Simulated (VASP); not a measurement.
Write the native input for VASP 6.6.1 that does the following.

```
Task                   : single point
Functional             : PBE
Potentials or basis    : VASP PAW PBE potentials, release 64 (Al, N)
Cutoff                 : 520 eV
k mesh                 : 6 × 6 × 6
Occupations            : gaussian, width 0.01 eV
Spin                   : no spin polarisation
Dipole correction      : no
Further INCAR settings : ALGO = Normal; EDIFF = 1e-06; NBANDS = 11
```

The structure of AlN lies in POSCAR:

```
AlN
1.0
    0.0000000000      2.2554043663      2.2554043663
    2.2554043663      0.0000000000      2.2554043663
    2.2554043663      2.2554043663      0.0000000000
Al N
1 1
Direct
    0.0000000000      0.0000000000      0.0000000000
    0.2500000000      0.2500000000      0.2500000000
```

This cell differs from its parent crystal: volume changed by +10%.

The input as run:

INCAR

```
  PREC = Accurate
  ENCUT = 520
  EDIFF = 1E-6
  ISMEAR = 0
  SIGMA = 0.01
  LREAL = F
  LASPH = T
  NELM = 80
  ALGO = Normal
  ISIF = 2
  LWAVE = F
  LCHARG = F
  GGA = PE
  NBANDS = 11
```

KPOINTS

```
regular mesh
0
Gamma
  6 6 6
```

Potentials or basis: VASP PAW PBE potentials, release 64 (Al, N).

Launch:

```console
$ cat potpaw_PBE.64/Al/POTCAR potpaw_PBE.64/N/POTCAR > POTCAR
$ mpirun -np 1 vasp_std > vasp.out
```

Results of the run:

```json
{
  "Pressure": "-12.4 GPa",
  "Band gap on the k mesh": "3.26 eV, indirect (least direct gap 3.37 eV)"
}
```

Wall time 3.1 s on 1 thread of Intel(R) Xeon(R) Platinum 8259CL CPU @ 2.50GHz (Skylake/Cascade Lake), with other jobs on the host, peak memory 0.13 GiB.
